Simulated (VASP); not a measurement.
Write the native input for VASP 6.6.1 that does the following.

```yaml
Task: single point
Functional: r2SCAN
Potentials_or_basis: VASP PAW PBE potentials, release 64 (Ga_d, N)
Cutoff: 520 eV
k_mesh: 10 × 10 × 10
Occupations: gaussian, width 0.02 eV
Spin: no spin polarisation
Dipole_correction: no
Further_INCAR_settings: ALGO = Normal; EDIFF = 1e-07; NBANDS = 16
```

Crystal: GaN.

```
CELL_PARAMETERS angstrom
0.00000 2.24894 2.24894
2.24894 0.00000 2.24894
2.24894 2.24894 0.00000
ATOMIC_POSITIONS crystal
Ga 0.00000 0.00000 0.00000
N 0.75000 0.75000 0.75000
```

These files were run (other wordings do the same):

POSCAR

```
GaN
1.0
    0.0000000000      2.2489367689      2.2489367689
    2.2489367689      0.0000000000      2.2489367689
    2.2489367689      2.2489367689      0.0000000000
Ga N
1 1
Direct
    0.0000000000      0.0000000000      0.0000000000
    0.7500000000      0.7500000000      0.7500000000
```

INCAR.step1

```
SYSTEM = GaN
PREC = Accurate ; ENCUT = 520
ISMEAR = 0 ; SIGMA = 0.02
LREAL = .FALSE. ; LASPH = .TRUE.
NELM = 100 ; NBANDS = 16
GGA = PE ; ALGO = Normal
EDIFF = 1E-4 ; LWAVE = .TRUE.
LCHARG = .FALSE.
```

INCAR.step2

```
SYSTEM = GaN
PREC = Accurate ; ENCUT = 520
EDIFF = 1E-7 ; ISMEAR = 0
SIGMA = 0.02 ; LREAL = .FALSE.
LASPH = .TRUE. ; NELM = 100
ALGO = Normal ; ISIF = 2
LWAVE = .FALSE. ; LCHARG = .FALSE.
METAGGA = R2SCAN ; LMIXTAU = .TRUE.
NBANDS = 16 ; ISTART = 1
```

KPOINTS

```
regular mesh
0
G
  10 10 10
  0 0 0
```

Potentials or basis: VASP PAW PBE potentials, release 64 (Ga_d, N).

Command:

```bash
$ cat potpaw_PBE.64/Ga_d/POTCAR potpaw_PBE.64/N/POTCAR > POTCAR
$ cp INCAR.step1 INCAR
$ mpirun -np 1 vasp_std > vasp.out
$ cp INCAR.step2 INCAR
$ mpirun -np 1 vasp_std > vasp.out
```

Results of the run:

The pressure is 1.1 GPa and the band gap on the k mesh is 2.16 eV, direct.

Caveat: the PAW data sets were made with another functional, which shifts forces and pressure a little.

Run time: 110 s on 1 thread of Intel Xeon 6975P-C (shared host), peak memory 0.15 GiB.
